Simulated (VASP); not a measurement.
Here is a VASP 6.6.1 calculation.

Contents of INCAR:

```
SYSTEM = Mn3Cu
PREC = Accurate ; ENCUT = 520
EDIFF = 1E-6 ; ISMEAR = 0
SIGMA = 0.1 ; LREAL = .False.
LASPH = .True. ; NELM = 150
ALGO = Normal ; ISIF = 2
LWAVE = .False. ; LCHARG = .True.
ISPIN = 2 ; MAGMOM = 3.69 3.69 3.69 0.43
LORBIT = 11 ; NUPDOWN = 11.25
LMAXMIX = 4 ; GGA = PS
LELF = .True. ; LVHAR = .True.
NBANDS = 37
```

Contents of KPOINTS:

```
Automatic mesh
0
Gamma
  12 12 12
  0 0 0
```

The input POSCAR:

```
Mn3Cu
1.0
    0.0000000000      2.8388306464      2.8388306464
    2.8388306464      0.0000000000      2.8388306464
    2.8388306464      2.8388306464      0.0000000000
Mn Cu
3 1
Direct
    0.2500000000      0.2500000000      0.2500000000
    0.7500000000      0.7500000000      0.7500000000
    0.5000000000      0.5000000000      0.5000000000
    0.0000000000      0.0000000000      0.0000000000
```

Potentials or basis: VASP PAW PBE potentials, release 64 (Mn_pv, Cu).

Run with:

```sh
$ cat potpaw_PBE.64/Mn_pv/POTCAR potpaw_PBE.64/Cu/POTCAR > POTCAR
$ mpirun -np 1 vasp_std > vasp.out
```

(1) What does it give for the pressure?

Answers

(1) 33.6 GPa.

Caveat: the cell stands under pressure; the PAW data sets were made with another functional, which shifts forces and pressure a little; the total moment is fixed, so each spin has its own Fermi level.
